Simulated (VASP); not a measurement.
Crystal: Y.

```
CELL_PARAMETERS angstrom
-2.02000 2.02000 2.02000
2.02000 -2.02000 2.02000
2.02000 2.02000 -2.02000
ATOMIC_POSITIONS crystal
Y 0.00000 0.00000 0.00000
```

This isn't the form of Y at room conditions, which is hcp.

| Property | Result |
| --- | --- |
| Program | VASP 6.6.1 |
| Task | relaxation of cell and atoms |
| Functional | PBEsol |
| Potentials or basis | VASP PAW PBE potentials, release 64 (Y_sv) |
| Cutoff | 500 eV |
| k mesh | 15 × 15 × 15 |
| Occupations | fermi-dirac, width 0.05 eV |
| Spin | no spin polarisation |

At the start: pressure -1.9 GPa; volume 32.97 Å³/atom.

**Question.** Where does the relaxation end?

**Answer.** Over 3 steps the energy falls by 10.3 meV/atom and the volume is 31.31 Å³/atom (-5.0 %); space group Im-3m (No. 229, to 0.1 Å) before and after.

The path:
| step | energy change (eV) | largest force (eV/Å) | pressure (GPa) | volume (Å³) |
| --- | --- | --- | --- | --- |
| 1 | 0.0000 | 0.0000 | -1.93 | 32.97 |
| 2 | -0.0101 | 0.0000 | 0.26 | 31.11 |
| 3 | -0.0103 | 0.0000 | 0.00 | 31.31 |

Final structure:
```yaml
crystal:
  lattice:
    - [-1.98553, 1.98553, 1.98553]
    - [1.98553, -1.98553, 1.98553]
    - [1.98553, 1.98553, -1.98553]
  atoms:
    - { symbol: Y, position: [0.00000, 0.00000, 0.00000] }
```

Caveat: the PAW data sets were made with another functional, which shifts forces and pressure a little.
